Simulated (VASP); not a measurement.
Runs of VASP 6.6.1 on EuS. The structure is that of space group Fm-3m (No. 225), or close to it. The cells are those of the table. 

```tsv
task	level	cell	cutoff (eV)	gap on the mesh (eV)	pressure (GPa)	moment (μB)	relaxed volume (Å³/atom)
single point	PBEsol	a = 4.050 Å, angles 60.0°, 2 atoms	600	none	-0.3	6.89	-
single point	r2SCAN+D4	a = 4.134 Å, angles 60.0°, 2 atoms	800	none	-0.4	6.96	-
relaxation of cell and atoms	RPBE	relaxed from a = 4.212 Å, angles 60.0°, 2 atoms	600	none	0.0	6.96	(a)
relaxation of cell and atoms	PBE+D4	relaxed from a = 4.212 Å, angles 60.0°, 2 atoms	600	none	0.0	6.92	23.92
relaxation of cell and atoms	PBEsol	relaxed from a = 4.212 Å, angles 60.0°, 2 atoms	600	none	0.0	6.89	(b)
```

Alike in all rows: potentials or basis VASP PAW PBE potentials, release 64 (Eu, S); spin collinear, ferromagnetic start; k mesh 6 × 6 × 6; smearing fermi-dirac 0.1 eV.

Q: Estimate the missing entries.

A: (a) 26.07; (b) 23.38.

Caveats: spin-orbit coupling is left out, which moves the levels of the heavy elements; a cell with one magnetic atom can't hold antiferromagnetic order, which such compounds often take; semilocal functionals describe open f shells poorly, which spoils levels, moments and volumes; the PAW data sets were made with another functional, which shifts forces and pressure a little (at least some runs).

A k mesh can miss the band edges, and the runs leave out spin-orbit coupling on Eu.

A gap of «none» marks levels without a gap at the run's occupations.
